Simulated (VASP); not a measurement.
Input of a VASP 6.6.1 run:

Contents of INCAR:

```
SYSTEM = PtSe2
ALGO = Normal ; EDIFF = 1E-7
ENCUT = 520 ; GGA = PE
ISIF = 2 ; ISMEAR = 0
LASPH = .True. ; LCHARG = .False.
LREAL = .False. ; LWAVE = .False.
NBANDS = 18 ; NELM = 80
PREC = Accurate ; SIGMA = 0.1
```

The input KPOINTS:

```
k-points
0
Gamma
  14 14 8
  0 0 0
```

The input POSCAR:

```
PtSe2
1.0
    3.2939575545      0.0000000000      0.0000000000
    0.0000000000      3.2939575545      0.0000000000
    0.0000000000      0.0000000000      5.7636563347
Pt Se
1 2
Direct
    0.5000000000      0.5000000000      0.0000000000
    0.0000000000      0.0000000000      0.2630628365
    0.0000000000      0.0000000000      0.7369371635
```

Potentials or basis: VASP PAW PBE potentials, release 64 (Pt, Se).

Launch:

```sh
$ cat potpaw_PBE.64/Pt/POTCAR potpaw_PBE.64/Se/POTCAR > POTCAR
$ mpirun -np 1 vasp_std > vasp.out
```

Problem. What does it give for the band gap on the k mesh?

Solution. Zero (band 11 reaches 7.33 eV, above the bottom of band 12 at 5.60 eV).

Problem. What does it give for the pressure?

Solution. -0.1 GPa.

Caveat: spin-orbit coupling is left out, which moves the levels of the heavy elements.
